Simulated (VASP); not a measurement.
# Li4Pt3 (Im-3m) in VASP: single point with PBE

Aim: the single point of Li4Pt3 with PBE.

All numbers are computed with VASP 6.6.1; they aren't measurements. Logs are shortened: lines on timing, memory, paths and dates and some standing lists are left out, and cuts for length are marked.

### Step 1. The cell of the first run

Symmetry: Im-3m, No. 229, cubic system. Conventional cell: a = 5.894 Å, b = 5.894 Å, c = 5.894 Å, α = 90.00°, β = 90.00°, γ = 90.00°. Within 3.4 Å of Li (site symmetry -3m) lie 6 Pt at 2.55 Å and 6 Li at 2.95 Å. Within 3.4 Å of Pt (site symmetry 4/mmm) lie 8 Li at 2.55 Å and 4 Pt at 2.95 Å.

### Step 2. Single point, PBE

Input file POSCAR:

```
Li4Pt3
1.0
   -2.9470948435      2.9470948435      2.9470948435
    2.9470948435     -2.9470948435      2.9470948435
    2.9470948435      2.9470948435     -2.9470948435
Li Pt
4 3
Direct
    0.5000000000      0.5000000000      0.5000000000
    0.0000000000      0.0000000000      0.5000000000
    0.0000000000      0.5000000000      0.0000000000
    0.5000000000      0.0000000000      0.0000000000
    0.0000000000      0.5000000000      0.5000000000
    0.5000000000      0.0000000000      0.5000000000
    0.5000000000      0.5000000000      0.0000000000
```

Input file INCAR.step1:

```
SYSTEM = Li4Pt3
PREC = Accurate
ENCUT = 520
EDIFF = 1E-6
ISMEAR = 0
SIGMA = 0.1
LREAL = .FALSE.
LASPH = .TRUE.
NELM = 60
ALGO = Fast
ISIF = 2
LWAVE = .FALSE.
LCHARG = .TRUE.
LMAXMIX = 4
GGA = PE
NBANDS = 30
```

Input file KPOINTS.step1:

```
Automatic mesh
0
G
  10 10 10
  0 0 0
```

Input file INCAR.step2:

```
SYSTEM = Li4Pt3
PREC = Accurate
ENCUT = 520
EDIFF = 1E-6
ISMEAR = -5
SIGMA = 0.1
LREAL = .FALSE.
LASPH = .TRUE.
NELM = 60
ALGO = Fast
ISIF = 2
LWAVE = .FALSE.
LCHARG = .FALSE.
LMAXMIX = 4
GGA = PE
LORBIT = 11
NEDOS = 2001
ICHARG = 11
```

Input file KPOINTS.step2:

```
Automatic mesh
0
G
  15 15 15
  0 0 0
```

Potentials or basis: VASP PAW PBE potentials, release 64 (Li_sv, Pt).

Launch:

```
$ cat potpaw_PBE.64/Li_sv/POTCAR potpaw_PBE.64/Pt/POTCAR > POTCAR
$ cp INCAR.step1 INCAR
$ cp KPOINTS.step1 KPOINTS
$ mpirun -np 1 vasp_std > vasp.out
$ cp INCAR.step2 INCAR
$ cp KPOINTS.step2 KPOINTS
$ mpirun -np 1 vasp_std > vasp.out
```

OUTCAR:

```text
SYSTEM = Li4Pt3
   PREC = Accurate
   ENCUT = 520
   EDIFF = 1E-6
   ISMEAR = -5
   LREAL = .FALSE.
   LASPH = .TRUE.
   NELM = 60
   ISIF = 2
   GGA = PE
   LORBIT = 11
   ICHARG = 11

 ion  position               nearest neighbor table
   1  0.500  0.500  0.500-   5 2.55   6 2.55   7 2.55   7 2.55   6 2.55   5 2.55
   2  0.000  0.000  0.500-   5 2.55   6 2.55   7 2.55   5 2.55   6 2.55   7 2.55
   3  0.000  0.500  0.000-   5 2.55   6 2.55   7 2.55   5 2.55   7 2.55   6 2.55
   4  0.500  0.000  0.000-   5 2.55   6 2.55   7 2.55   6 2.55   7 2.55   5 2.55
   5  0.000  0.500  0.500-   1 2.55   2 2.55   3 2.55   4 2.55   3 2.55   2 2.55   1 2.55   4 2.55
                             6 2.95   7 2.95   6 2.95   7 2.95
   6  0.500  0.000  0.500-   1 2.55   2 2.55   3 2.55   4 2.55   4 2.55   1 2.55   2 2.55   3 2.55
                             7 2.95   5 2.95   5 2.95   7 2.95
   7  0.500  0.500  0.000-   1 2.55   2 2.55   3 2.55   4 2.55   1 2.55   4 2.55   3 2.55   2 2.55
                             6 2.95   5 2.95   5 2.95   6 2.95

  LATTYP: Found a body centered cubic cell.
 ALAT       =     5.8941896870

  Lattice vectors:

 A1 = (  -2.9470948435,   2.9470948435,   2.9470948435)
 A2 = (   2.9470948435,  -2.9470948435,   2.9470948435)
 A3 = (   2.9470948435,   2.9470948435,  -2.9470948435)

Analysis of symmetry for initial positions (statically):
=====================================================================
 Subroutine PRICEL returns:
 Original cell was already a primitive cell.

 Routine SETGRP: Setting up the symmetry group for a
 body centered cubic supercell.

 Subroutine GETGRP returns: Found 48 space group operations
 (whereof 48 operations were pure point group operations)
 out of a pool of 48 trial point group operations.

The static configuration has the point symmetry O_h .

Analysis of symmetry for dynamics (positions and initial velocities):
=====================================================================
 Subroutine PRICEL returns:
 Original cell was already a primitive cell.

 Routine SETGRP: Setting up the symmetry group for a
 body centered cubic supercell.

 Subroutine GETGRP returns: Found 48 space group operations
 (whereof 48 operations were pure point group operations)
 out of a pool of 48 trial point group operations.

The dynamic configuration has the point symmetry O_h .

 Subroutine INISYM returns: Found 48 space group operations
 (whereof 48 operations are pure point group operations),
 and found     1 'primitive' translations

----------------------------------------------------------------------------------------

                                     Primitive cell

  volume of cell :     102.3864

  direct lattice vectors                    reciprocal lattice vectors
    -2.947094843  2.947094843  2.947094843     0.000000000  0.169658605  0.169658605
     2.947094843 -2.947094843  2.947094843     0.169658605  0.000000000  0.169658605
     2.947094843  2.947094843 -2.947094843     0.169658605  0.169658605  0.000000000

  length of vectors
     5.104518004  5.104518004  5.104518004     0.239933500  0.239933500  0.239933500

  position of ions in fractional coordinates (direct lattice)
     0.500000000  0.500000000  0.500000000
     0.000000000  0.000000000  0.500000000
     0.000000000  0.500000000  0.000000000
     0.500000000  0.000000000  0.000000000
     0.000000000  0.500000000  0.500000000
     0.500000000  0.000000000  0.500000000
     0.500000000  0.500000000  0.000000000

  ion indices of the primitive-cell ions
   primitive index   ion index
                 1           1
                 2           2
                 3           3
                 4           4
                 5           5
                 6           6
                 7           7

----------------------------------------------------------------------------------------

 KPOINTS: Automatic mesh

Automatic generation of k-mesh.
 Grid dimensions read from file:
 generate k-points for:   15   15   15

 Generating k-lattice:

  Cartesian coordinates                     Fractional coordinates (reciprocal lattice)
     0.000000000  0.011310574  0.011310574     0.066666667  0.000000000  0.000000000
     0.011310574  0.000000000  0.011310574     0.000000000  0.066666667  0.000000000
     0.011310574  0.011310574  0.000000000     0.000000000  0.000000000  0.066666667

  Length of vectors
     0.015995567  0.015995567  0.015995567

  Shift w.r.t. Gamma in fractional coordinates (k-lattice)
     0.000000000  0.000000000  0.000000000

 TETIRR: Found   3891 inequivalent tetrahedra from    20250

 Subroutine IBZKPT returns following result:
 ===========================================

 Found    120 irreducible k-points:

 Following reciprocal coordinates:
            Coordinates               Weight
  0.000000  0.000000  0.000000      1.000000
  0.066667  0.000000  0.000000     12.000000
  0.133333  0.000000  0.000000     12.000000
  0.200000  0.000000  0.000000     12.000000
  0.266667  0.000000  0.000000     12.000000
  0.333333  0.000000  0.000000     12.000000
[... 16 lines left out ...]
  0.333333  0.200000  0.000000     48.000000
  0.400000  0.200000  0.000000     24.000000
 [... further k-points ...]
   k-points           NKPTS =    120   k-points in BZ     NKDIM =    120   number of bands    NBANDS=     25
   number of dos      NEDOS =   2001   number of ions     NIONS =      7
   total plane-waves  NPLWV =  64000
   dimension x,y,z NGX =    40 NGY =   40 NGZ =   40
   dimension x,y,z NGXF=    80 NGYF=   80 NGZF=   80
   ions per type =               4   3
   NGX,Y,Z   is equivalent  to a cutoff of  13.03, 13.03, 13.03 a.u.
   NGXF,Y,Z  is equivalent  to a cutoff of  26.05, 26.05, 26.05 a.u.
 SYSTEM =  Li4Pt3
   PREC   = accura    normal or accurate (medium, high low for compatibility)
   ISTART =      0    job   : 0-new  1-cont  2-samecut
   ICHARG =     11    charge: 1-file 2-atom 10-const
   ISPIN  =      1    spin polarized calculation?
   LNONCOLLINEAR =      F non collinear calculations
   LSORBIT =      F    spin-orbit coupling
   LASPH  =      T    aspherical Exc in radial PAW
   ENCUT  =  520.0 eV  38.22 Ry    6.18 a.u.   9.49  9.49  9.49*2*pi/ulx,y,z
   NELM   =     60;   NELMIN=  2; NELMDL=  0     # of ELM steps
   EDIFF  = 0.1E-05   stopping-criterion for ELM
   LREAL  =      F    real-space projection
   EDIFFG = 0.1E-04   stopping-criterion for IOM
   NSW    =      0    number of steps for IOM
   IBRION =     -1    ionic relax: 0-MD 1-quasi-New 2-CG
   NFREE  =      0    steps in history (QN), initial steepest desc. (CG)
   ISIF   =      2    stress and relaxation
   ISYM   =      2    0-nonsym 1-usesym 2-fastsym
   POTIM  = 0.5000    time-step for ionic-motion
   TEBEG  =    0.0;   TEEND  =   0.0 temperature during run
   PSTRESS=    0.0 pullay stress
   NELECT =      42.0000    total number of electrons
   NUPDOWN=      -1.0000    fix difference up-down
   EMIN   =  10.00;   EMAX   =-10.00  energy-range for DOS
   EFERMI =   0.00;   METHOD = LEGACY
   ISMEAR =    -5;   SIGMA  =   0.10  broadening in eV -4-tet -1-fermi 0-gaus
   EFERMI_NEDOS =   21; number of points for ismear=-14 and -15
   IALGO  =     68    algorithm
   IMIX   =      4    mixing-type and parameters
     AMIX     =   0.40;   BMIX     =  1.00
     AMIX_MAG =   1.60;   BMIX_MAG =  1.00
  volume/ion in A,a.u.               =      14.63        98.71
  Fermi-wavevector in a.u.,A,eV,Ry     =   1.216402  2.298667 20.131643  1.479634
  Thomas-Fermi vector in A             =   2.351757
   LORBIT       =     11    0 simple, 1 ext, 2 COOP (PROOUT), +10 PAW based schemes
   GGA     = PE    functional components
   LHFCALC =     F    Hartree Fock is set to
   AEXX    =    0.0000 exact exchange contribution
   IVDW    =     0    specifies the selected vdW correction
   LEPSILON=     F    determine dielectric tensor
   LRPA    =     F    only Hartree local field effects (RPA)
 non-spin polarized calculation
 RMM-DIIS sequential band-by-band and
 Fermi weights with tetrahedron method with Bloechl corrections
  energy-cutoff  :      520.00
  volume of cell :      102.39
 maximum number of plane-waves:      2781
 NGX is ok and might be reduce to    40

 number of electron      41.9999991 magnetization

 Free energy of the ion-electron system (eV)
  ---------------------------------------------------
  ext. energy  EPLUGINS =         0.00000000
  ---------------------------------------------------
  free energy    TOTEN  =       -29.15932209 eV

  energy without entropy =      -29.15932209  energy(sigma->0) =      -29.15932209

 E-fermi :   4.8037     XC(G=0): -10.2939

 val. band max:        4.8469327858   @ k =  -0.3333   0.4667   0.2000
 cond. band min:       4.7727771015   @ k =  -0.2667   0.4667   0.0667
 fundamental gap:     -0.0741556842
 Fermi energy:         4.8037435370

 k-point     1 :       0.0000    0.0000    0.0000
  band No.  band energies     occupation
      1     -39.8799      2.00000
      2     -39.8575      2.00000
      3     -39.8575      2.00000
      4     -39.8575      2.00000
      5      -1.3765      2.00000
      6       0.9508      2.00000
[... 17 lines left out ...]
     24       7.1243      0.00000
     25       7.1246      0.00000

 k-point     2 :       0.0667    0.0000    0.0000
  band No.  band energies     occupation
      1     -39.8794      2.00000
      2     -39.8577      2.00000
      3     -39.8575      2.00000
      4     -39.8575      2.00000
      5      -1.3420      2.00000
      6       0.9547      2.00000
[... 17 lines left out ...]
     24       7.0949      0.00000
     25       7.1910      0.00000
[... 586 lines left out ...]
     24       8.5677      0.00000
     25       9.1964      0.00000

 k-point    24 :       0.4000    0.2000    0.0000
  band No.  band energies     occupation
      1     -39.8667      2.00000
      2     -39.8662      2.00000
      3     -39.8611      2.00000
      4     -39.8550      2.00000
      5       0.0432      2.00000
      6       0.8441      2.00000
[... 17 lines left out ...]
     24       8.6065      0.00000
     25       9.3728      0.00000

 [... further k-points ...]
[... 5 lines left out ...]
  --------------------------------------------------------------------------------------
  -------------------------------------------------------------------------------------
  Total        0.0939787      0.0939787      0.0939787      0.0000000     -0.0000000     -0.0000000
  in kB        1.4706108      1.4706108      1.4706108      0.0000000     -0.0000000     -0.0000000
  external PRESSURE =       1.4706108 kB  Pullay stress =       0.0000000 kB

 VOLUME and BASIS-vectors are now :
 -----------------------------------------------------------------------------
  energy-cutoff  :      520.00
  volume of cell :      102.39
      direct lattice vectors                 reciprocal lattice vectors
    -2.947094843  2.947094843  2.947094843     0.000000000  0.169658605  0.169658605
     2.947094843 -2.947094843  2.947094843     0.169658605  0.000000000  0.169658605
     2.947094843  2.947094843 -2.947094843     0.169658605  0.169658605  0.000000000

 POSITION                                       TOTAL-FORCE (eV/Angst)
 -----------------------------------------------------------------------------------
      1.47355      1.47355      1.47355         0.000000      0.000000     -0.000000
      1.47355      1.47355     -1.47355         0.000000     -0.000000      0.000000
      1.47355     -1.47355      1.47355        -0.000000     -0.000000      0.000000
     -1.47355      1.47355      1.47355         0.000000      0.000000      0.000000
      2.94709      0.00000      0.00000         0.000000     -0.000000      0.000000
      0.00000      2.94709      0.00000        -0.000000     -0.000000     -0.000000
      0.00000      0.00000      2.94709         0.000000     -0.000000     -0.000000
 -----------------------------------------------------------------------------------
    total drift:                               -0.000000     -0.000000      0.000000

  FREE ENERGIE OF THE ION-ELECTRON SYSTEM (eV)
  ---------------------------------------------------
  free  energy   TOTEN  =       -29.1593220880 eV

  energy  without entropy=      -29.1593220880  energy(sigma->0) =      -29.15932209

 total charge

# of ion       s       p       d       tot
------------------------------------------
    1        2.041   0.078   0.000   2.119
    2        2.041   0.078   0.000   2.119
    3        2.041   0.078   0.000   2.119
    4        2.041   0.078   0.000   2.119
    5        0.736   0.290   8.211   9.237
    6        0.736   0.290   8.211   9.237
    7        0.736   0.290   8.211   9.237
--------------------------------------------------
tot         10.372   1.183  24.634  36.189
```

Wall time 12 min (1 thread of Intel Xeon Platinum 8488C (Sapphire Rapids), shared host); peak memory 0.4 GiB.

Results:

- Valence electrons inside the program's atomic spheres: Li 2.12; Pt 9.24

Levels at points of the mesh, in eV from the Fermi level:
```csv
k point,band 18,band 19,band 20,band 21,band 22,band 23,band 24,band 25
"(0.00, 0.00, 0.00)",-0.76,-0.76,0.65,1.11,1.11,1.11,2.32,2.32
```

Caveat: the cutoff is under 1.25 times the usual one of these potentials, so pressure, stress and relaxed cells hold a basis-set (Pulay) error; spin-orbit coupling is left out, which moves the levels of the heavy elements.
